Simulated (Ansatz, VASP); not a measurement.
Two plane-wave programs on Sb

```xyz
4
Lattice="4.0687 0.0000 0.0000 -2.0343 3.5236 0.0000 0.0000 0.0000 20.8000" Properties=species:S:1:pos:R:3 pbc="T T T"
Sb    0.0000    2.3491    6.1500
Sb    2.0343    1.1745    4.5000
Sb    2.0343    1.1745   11.6500
Sb    0.0000    2.3491   10.0000
```

Alike in both runs: task single point; functional PBE; dispersion D3(BJ); k mesh 9 × 9 × 1; occupations gaussian, width 0.05 eV; no spin polarisation.

```csv
,VASP,Ansatz
version,VASP 6.6.1,Ansatz 0.2.0
potentials or method,"VASP PAW PBE potentials, release 64 (Sb_d_GW), cutoff 400 eV","scalar-relativistic, plane waves, PAW"
valence electrons in the cell,60,60
```

VASP gave:

| Item | Value |
| --- | --- |
| gap on the k mesh at the Fermi level (eV) | 0.85 |
| least direct gap on the mesh (eV) | 1.33 |
| rms of the force components (eV/Å) | 0.024 |

Problem. Which values does Ansatz return?

Solution. gap on the k mesh at the Fermi level (eV): 0.85; least direct gap on the mesh (eV): 1.33; rms of the force components (eV/Å): 0.023.

Atom by atom the forces differ by 0.002 eV/Å (rms over components).

Spin-orbit coupling is off throughout.
